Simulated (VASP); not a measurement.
# Mg (R-3m) in VASP: a series of runs

Mg is run at these levels: PBE; tasks: single point, relaxation of cell and atoms.

Program: VASP 6.6.1. These are calculated values, not measurements. Logs are shortened: lines on timing, memory, paths and dates and some standing lists are left out, and cuts for length are marked.

### Step 1. The cell of the first run

The typed cell holds 3 atoms: a = 3.200 Å, b = 3.200 Å, c = 7.826 Å, α = 90.00°, β = 90.00°, γ = 120.00°.

### Step 2. Single point, PBE

INCAR

```
ALGO = Normal ; EDIFF = 1E-6
ENCUT = 520 ; GGA = PE
ISIF = 2 ; ISMEAR = 0
LASPH = True ; LCHARG = False
LREAL = False ; LWAVE = False
NBANDS = 10 ; NELM = 100
PREC = Accurate ; SIGMA = 0.1
```

KPOINTS

```
k-points
0
Gamma
  18 18 6
```

POSCAR

```
Mg
1.0
    3.1996983751      0.0000000000      0.0000000000
   -1.5998491876      2.7710200773      0.0000000000
    0.0000000000      0.0000000000      7.8261641846
Mg
3
Direct
    0.0000000000      0.0000000000      0.0000000000
    0.3333333333      0.6666666667      0.3333333333
    0.6666666667      0.3333333333      0.6666666667
```

Potentials or basis: VASP PAW PBE potentials, release 64 (Mg).

Command:

```sh
cat potpaw_PBE.64/Mg/POTCAR > POTCAR
mpirun -np 1 vasp_std > vasp.out
```

OUTCAR:

```text
EDIFF = 1E-6
   ENCUT = 520
   GGA = PE
   ISIF = 2
   ISMEAR = 0
   LASPH = True
   LREAL = False
   NELM = 100
   PREC = Accurate

 ion  position               nearest neighbor table
   1  0.000  0.000  0.000-   2 3.20   3 3.20   3 3.20   2 3.20   3 3.20   2 3.20
   2  0.333  0.667  0.333-   1 3.20   1 3.20   1 3.20   3 3.20   3 3.20   3 3.20
   3  0.667  0.333  0.667-   1 3.20   1 3.20   1 3.20   2 3.20   2 3.20   2 3.20

  LATTYP: Found a hexagonal cell.
 ALAT       =     3.1996983751
 C/A-ratio  =     2.4459068534

  Lattice vectors:

 A1 = (   3.1996983751,   0.0000000000,   0.0000000000)
 A2 = (  -1.5998491876,   2.7710200773,   0.0000000000)
 A3 = (   0.0000000000,   0.0000000000,   7.8261641846)

Analysis of symmetry for initial positions (statically):
=====================================================================
 Subroutine PRICEL returns following result:

  LATTYP: Found a trigonal (rhomboedric) cell.
 ALAT       =     3.1965789862
 COS(alpha) =     0.4990236715

  Lattice vectors:

 A1 = (   1.5998491872,   0.9236733593,  -2.6087213954)
 A2 = (   0.0000000002,  -1.8473467183,  -2.6087213946)
 A3 = (  -1.5998491874,   0.9236733590,  -2.6087213946)

   3 primitive cells build up your supercell.

 Routine SETGRP: Setting up the symmetry group for a
 hexagonal supercell.

 Subroutine GETGRP returns: Found 12 space group operations
 (whereof 12 operations were pure point group operations)
 out of a pool of 24 trial point group operations.

The static configuration has the point symmetry D_3d.

Analysis of symmetry for dynamics (positions and initial velocities):
=====================================================================
 Subroutine PRICEL returns following result:

  LATTYP: Found a trigonal (rhomboedric) cell.
 ALAT       =     3.1965789862
 COS(alpha) =     0.4990236715

  Lattice vectors:

 A1 = (   1.5998491872,   0.9236733593,  -2.6087213954)
 A2 = (   0.0000000002,  -1.8473467183,  -2.6087213946)
 A3 = (  -1.5998491874,   0.9236733590,  -2.6087213946)

   3 primitive cells build up your supercell.

 Routine SETGRP: Setting up the symmetry group for a
 hexagonal supercell.

 Subroutine GETGRP returns: Found 12 space group operations
 (whereof 12 operations were pure point group operations)
 out of a pool of 24 trial point group operations.

The dynamic configuration has the point symmetry D_3d.

 Subroutine INISYM returns: Found 12 space group operations
 (whereof 12 operations are pure point group operations),
 and found     3 'primitive' translations

----------------------------------------------------------------------------------------

                                     Primitive cell

  volume of cell :      23.1300

  direct lattice vectors                    reciprocal lattice vectors
     1.599849187  0.923673359 -2.608721395     0.312529458  0.180438967 -0.127776517
     0.000000000 -1.847346718 -2.608721395    -0.000000000 -0.360877934 -0.127776517
    -1.599849187  0.923673359 -2.608721395    -0.312529458  0.180438967 -0.127776517

  length of vectors
     3.196578986  3.196578986  3.196578986     0.382831192  0.382831192  0.382831192

  position of ions in fractional coordinates (direct lattice)
     0.000000000  0.000000000  0.000000000

  ion indices of the primitive-cell ions
   primitive index   ion index
                 1           1

----------------------------------------------------------------------------------------

 KPOINTS: k-points

Automatic generation of k-mesh.
 Grid dimensions read from file:
 generate k-points for:   18   18    6

 Generating k-lattice:

  Cartesian coordinates                     Fractional coordinates (reciprocal lattice)
     0.017362748  0.010024387  0.000000000     0.055555556  0.000000000  0.000000000
     0.000000000  0.020048774  0.000000000     0.000000000  0.055555556  0.000000000
     0.000000000  0.000000000  0.021296086     0.000000000  0.000000000  0.166666667

  Length of vectors
     0.020048774  0.020048774  0.021296086

  Shift w.r.t. Gamma in fractional coordinates (k-lattice)
     0.000000000  0.000000000  0.000000000

 Subroutine IBZKPT returns following result:
 ===========================================

 Found    202 irreducible k-points:

 Following reciprocal coordinates:
            Coordinates               Weight
  0.000000  0.000000  0.000000      1.000000
  0.055556  0.000000  0.000000      6.000000
  0.111111  0.000000  0.000000      6.000000
  0.166667  0.000000  0.000000      6.000000
  0.222222 -0.000000  0.000000      6.000000
  0.277778  0.000000  0.000000      6.000000
[... 16 lines left out ...]
  0.333333  0.111111  0.000000     12.000000
  0.388889  0.111111  0.000000     12.000000
 [... further k-points ...]
   k-points           NKPTS =    202   k-points in BZ     NKDIM =    202   number of bands    NBANDS=     10
   number of dos      NEDOS =    301   number of ions     NIONS =      3
   total plane-waves  NPLWV =  34560
   dimension x,y,z NGX =    24 NGY =   24 NGZ =   60
   dimension x,y,z NGXF=    48 NGYF=   48 NGZF=  120
   ions per type =               3
   NGX,Y,Z   is equivalent  to a cutoff of  12.47, 12.47, 12.75 a.u.
   NGXF,Y,Z  is equivalent  to a cutoff of  24.94, 24.94, 25.49 a.u.
 SYSTEM =  unknown system
   PREC   = accura    normal or accurate (medium, high low for compatibility)
   ISTART =      0    job   : 0-new  1-cont  2-samecut
   ICHARG =      2    charge: 1-file 2-atom 10-const
   ISPIN  =      1    spin polarized calculation?
   LNONCOLLINEAR =      F non collinear calculations
   LSORBIT =      F    spin-orbit coupling
   LASPH  =      T    aspherical Exc in radial PAW
   ENCUT  =  520.0 eV  38.22 Ry    6.18 a.u.   5.95  5.95 14.55*2*pi/ulx,y,z
   NELM   =    100;   NELMIN=  2; NELMDL= -5     # of ELM steps
   EDIFF  = 0.1E-05   stopping-criterion for ELM
   LREAL  =      F    real-space projection
   EDIFFG = 0.1E-04   stopping-criterion for IOM
   NSW    =      0    number of steps for IOM
   IBRION =     -1    ionic relax: 0-MD 1-quasi-New 2-CG
   NFREE  =      0    steps in history (QN), initial steepest desc. (CG)
   ISIF   =      2    stress and relaxation
   ISYM   =      2    0-nonsym 1-usesym 2-fastsym
   POTIM  = 0.5000    time-step for ionic-motion
   TEBEG  =    0.0;   TEEND  =   0.0 temperature during run
   PSTRESS=    0.0 pullay stress
   NELECT =       6.0000    total number of electrons
   NUPDOWN=      -1.0000    fix difference up-down
   EMIN   =  10.00;   EMAX   =-10.00  energy-range for DOS
   EFERMI =   0.00;   METHOD = LEGACY
   ISMEAR =     0;   SIGMA  =   0.10  broadening in eV -4-tet -1-fermi 0-gaus
   EFERMI_NEDOS =   21; number of points for ismear=-14 and -15
   IALGO  =     38    algorithm
   IMIX   =      4    mixing-type and parameters
     AMIX     =   0.40;   BMIX     =  1.00
     AMIX_MAG =   1.60;   BMIX_MAG =  1.00
  volume/ion in A,a.u.               =      23.13       156.09
  Fermi-wavevector in a.u.,A,eV,Ry     =   0.723924  1.368017  7.130341  0.524065
  Thomas-Fermi vector in A             =   1.814263
   LORBIT       =      0    0 simple, 1 ext, 2 COOP (PROOUT), +10 PAW based schemes
   GGA     = PE    functional components
   LHFCALC =     F    Hartree Fock is set to
   AEXX    =    0.0000 exact exchange contribution
   IVDW    =     0    specifies the selected vdW correction
   LEPSILON=     F    determine dielectric tensor
   LRPA    =     F    only Hartree local field effects (RPA)
 non-spin polarized calculation
 Gauss-broadening in eV      SIGMA  =   0.10
  energy-cutoff  :      520.00
  volume of cell :       69.39
 maximum number of plane-waves:      1902
   NGX = 11   NGY = 11   NGZ = 29

 number of electron       6.0000000 magnetization

 Free energy of the ion-electron system (eV)
  ---------------------------------------------------
  ext. energy  EPLUGINS =         0.00000000
  ---------------------------------------------------
  free energy    TOTEN  =        -4.48177614 eV

  energy without entropy =       -4.47502021  energy(sigma->0) =       -4.47839818

 E-fermi :   2.5616     XC(G=0):  -8.4684

 val. band max:        2.5574992382   @ k =  -0.2778  -0.3889   0.1667
 cond. band min:       2.5717968499   @ k =   0.3333   0.2222   0.3333
 fundamental gap:      0.0142976117
 Fermi energy:         2.5615738806

 k-point     1 :       0.0000    0.0000    0.0000
  band No.  band energies     occupation
      1      -4.3057      2.00000
      2      -1.8719      2.00000
      3      -1.8719      2.00000
      4       5.1470      0.00000
      5       5.1470      0.00000
      6      13.5807      0.00000
      7      13.5807      0.00000
      8      13.5807      0.00000
      9      13.5807      0.00000
     10      14.8846      0.00000

 k-point     2 :       0.0556    0.0000    0.0000
  band No.  band energies     occupation
      1      -4.2450      2.00000
      2      -1.8128      2.00000
      3      -1.8128      2.00000
      4       5.1996      0.00000
      5       5.2003      0.00000
      6      12.1720      0.00000
      7      12.7263      0.00000
      8      13.5176      0.00000
      9      13.8869      0.00000
     10      14.5187      0.00000

 k-point     3 :       0.1111    0.0000    0.0000
  band No.  band energies     occupation
      1      -4.0633      2.00000
      2      -1.6357      2.00000
      3      -1.6356      2.00000
      4       5.3531      0.00000
      5       5.3600      0.00000
      6      10.4877      0.00000
      7      11.9641      0.00000
      8      12.3124      0.00000
      9      12.3529      0.00000
     10      13.4559      0.00000
[... 248 lines left out ...]
 k-point    23 :       0.3333    0.1111    0.0000
  band No.  band energies     occupation
      1      -1.2011      2.00000
      2       1.1366      2.00000
      3       1.1397      2.00000
      4       2.9756      0.00000
      5       5.2319      0.00000
      6       5.3318      0.00000
      7       6.7845      0.00000
      8       8.1308      0.00000
      9       8.5553      0.00000
     10       9.4418      0.00000

 k-point    24 :       0.3889    0.1111    0.0000
  band No.  band energies     occupation
      1      -0.3253      2.00000
      2       1.6371      2.00000
      3       1.9454      2.00000
      4       2.1521      2.00000
      5       4.0702      0.00000
      6       4.2258      0.00000
      7       6.7388      0.00000
      8       8.7505      0.00000
      9       9.1462      0.00000
     10       9.2308      0.00000

 [... further k-points ...]
[... 5 lines left out ...]
  --------------------------------------------------------------------------------------
  -------------------------------------------------------------------------------------
  Total       -0.0525706     -0.0525706     -0.0542287      0.0000000      0.0000000      0.0000000
  in kB       -1.2138235     -1.2138235     -1.2521100      0.0000000      0.0000000      0.0000000
  external PRESSURE =      -1.2265856 kB  Pullay stress =       0.0000000 kB

 VOLUME and BASIS-vectors are now :
 -----------------------------------------------------------------------------
  energy-cutoff  :      520.00
  volume of cell :       69.39
      direct lattice vectors                 reciprocal lattice vectors
     3.199698375  0.000000000  0.000000000     0.312529458  0.180438967  0.000000000
    -1.599849188  2.771020077  0.000000000     0.000000000  0.360877934  0.000000000
     0.000000000  0.000000000  7.826164185     0.000000000  0.000000000  0.127776517

 POSITION                                       TOTAL-FORCE (eV/Angst)
 -----------------------------------------------------------------------------------
      0.00000      0.00000      0.00000         0.000000      0.000000     -0.000000
     -0.00000      1.84735      2.60872        -0.000000     -0.000000      0.000000
      1.59985      0.92367      5.21744        -0.000000      0.000000     -0.000000
 -----------------------------------------------------------------------------------
    total drift:                                0.000000     -0.000000      0.000000

  FREE ENERGIE OF THE ION-ELECTRON SYSTEM (eV)
  ---------------------------------------------------
  free  energy   TOTEN  =        -4.4817761442 eV

  energy  without entropy=       -4.4750202120  energy(sigma->0) =       -4.47839818
```

Run time: 76 s. Hardware: 1 thread of AMD EPYC 7R43 (Zen 3), shared host; peak memory 0.24 GiB.

What came out:

```
Free energy            : -4.4818 eV
Pressure               : -0.1 GPa
Band gap on the k mesh : zero (band 3 reaches 3.73 eV, above the bottom of band 4 at 1.29 eV)
```

Levels at points of the mesh, in eV from the Fermi level:
```
           k point  band 1  band 2  band 3  band 4  band 5  band 6
(0.00, 0.00, 0.00)   -6.87   -4.43   -4.43    2.59    2.59   11.02
(0.50, 0.00, 0.00)   -2.08   -2.08   -0.20    0.29    0.29    0.81
(0.00, 0.00, 0.50)   -6.25   -6.25   -1.66   -1.25    7.56    7.56
(0.50, 0.00, 0.50)   -1.67   -1.51   -1.51   -1.27    2.85    2.85
```

### Step 3. Relaxation of cell and atoms, PBE

This run uses another cell than the first one, of 22.94 Å³/atom, 0.992 times its volume.

INCAR

```
PREC = Accurate
ENCUT = 600
EDIFF = 1E-6
ISMEAR = 0
SIGMA = 0.1
LREAL = F
LASPH = T
NELM = 100
ALGO = Normal
ISIF = 3
LWAVE = F
LCHARG = F
GGA = PE
IBRION = 2
NSW = 65
EDIFFG = -0.01
```

KPOINTS

```
Automatic mesh
0
Gamma
  18 18 6
```

POSCAR

```
Mg
1.0
    3.2091321266      0.0000000000      0.0000000000
   -1.6045660633      2.7791899457      0.0000000000
    0.0000000000      0.0000000000      7.7161714394
Mg
3
Direct
    0.0000000000      0.0000000000      0.0000000000
    0.3333333333      0.6666666667      0.3333333333
    0.6666666667      0.3333333333      0.6666666667
```

Potentials or basis: VASP PAW PBE potentials, release 64 (Mg).

Command:

```sh
cat potpaw_PBE.64/Mg/POTCAR > POTCAR
mpirun -np 1 vasp_std > vasp.out
```

OUTCAR:

```text
PREC = Accurate
   ENCUT = 600
   EDIFF = 1E-6
   ISMEAR = 0
   LREAL = F
   LASPH = T
   NELM = 100
   ISIF = 3
   GGA = PE
   IBRION = 2
   NSW = 65
   EDIFFG = -0.01

 ion  position               nearest neighbor table
   1  0.000  0.000  0.000-   2 3.17   3 3.17   2 3.17   3 3.17   3 3.17   2 3.17
   2  0.333  0.667  0.333-   1 3.17   1 3.17   1 3.17   3 3.17   3 3.17   3 3.17
   3  0.667  0.333  0.667-   1 3.17   1 3.17   1 3.17   2 3.17   2 3.17   2 3.17

  LATTYP: Found a hexagonal cell.
 ALAT       =     3.2091321266
 C/A-ratio  =     2.4044418039

  Lattice vectors:

 A1 = (   3.2091321266,   0.0000000000,   0.0000000000)
 A2 = (  -1.6045660633,   2.7791899457,   0.0000000000)
 A3 = (   0.0000000000,   0.0000000000,   7.7161714394)

Analysis of symmetry for initial positions (statically):
=====================================================================
[... 386 lines left out ...]

  energy without entropy =       -4.47523767  energy(sigma->0) =       -4.47860903

 E-fermi :   2.5799     XC(G=0):  -8.4795

 val. band max:        2.5748851804   @ k =  -0.2778  -0.3889   0.1667
 cond. band min:       2.5927432728   @ k =   0.3333   0.2222   0.3333
 fundamental gap:      0.0178580924
 Fermi energy:         2.5799250124

 k-point     1 :       0.0000    0.0000    0.0000
  band No.  band energies     occupation
      1      -4.3025      2.00000
      2      -1.8643      2.00000
      3      -1.8643      2.00000
      4       5.1668      0.00000
      5       5.1668      0.00000
      6      13.6272      0.00000
      7      13.6272      0.00000
[... 221 lines left out ...]
 k-point    24 :       0.3889    0.1111    0.0000
  band No.  band energies     occupation
      1      -0.3122      2.00000
      2       1.6523      2.00000
      3       1.9620      2.00000
      4       2.1725      2.00000
      5       4.0926      0.00000
      6       4.2479      0.00000
      7       6.7680      0.00000

 [... further k-points ...]
[... 5 lines left out ...]
  --------------------------------------------------------------------------------------
  -------------------------------------------------------------------------------------
  Total        0.0038899      0.0038899     -0.0028989      0.0000000      0.0000000     -0.0000000
  in kB        0.0901389      0.0901389     -0.0671741      0.0000000      0.0000000     -0.0000000
  external PRESSURE =       0.0377012 kB  Pullay stress =       0.0000000 kB
[... 18 lines left out ...]
  FREE ENERGIE OF THE ION-ELECTRON SYSTEM (eV)
  ---------------------------------------------------
  free  energy   TOTEN  =        -4.4819803846 eV

  energy  without entropy=       -4.4752376701  energy(sigma->0) =       -4.47860903

 reached required accuracy - stopping structural energy minimisation
```

It took 4.2 min on 1 thread of AMD EPYC 7R43 (Zen 3), shared host; peak memory 0.28 GiB.

Results:

* Free energy: -4.4820 eV
* Relaxed volume: 23.05 Å³/atom
* Relaxed cell: a = 3.195 Å, b = 3.195 Å, c = 7.819 Å, α = 90.00°, β = 90.00°, γ = 120.00°
* Space group after relaxing (to 0.05 Å): Fm-3m (No. 225)
* Energy gained by relaxing: 0.5 meV/atom
* Ionic steps: 6
* Pressure after relaxing: 0.0 GPa
* Band gap on the k mesh: zero (band 3 reaches 3.75 eV, above the bottom of band 4 at 1.31 eV)

Step by step:
| step | energy change (eV) | largest force (eV/Å) | pressure (GPa) | volume (Å³) |
| --- | --- | --- | --- | --- |
| 1 | 0.0000 | 0.0000 | 0.18 | 68.82 |
| 2 | -0.0007 | 0.0000 | 0.04 | 69.08 |
| 3 | -0.0010 | 0.0000 | -0.21 | 69.57 |
| 4 | -0.0011 | 0.0000 | -0.16 | 69.47 |
| 5 | -0.0014 | 0.0000 | -0.08 | 69.30 |
| 6 | -0.0015 | 0.0000 | 0.00 | 69.14 |

Final structure:
```
Mg
1.0
     3.19548    0.00000    0.00000
    -1.59774    2.76737    0.00000
     0.00000    0.00000    7.81873
Mg
3
Direct
  0.00000 0.00000 0.00000
  0.33333 0.66667 0.33333
  0.66667 0.33333 0.66667
```
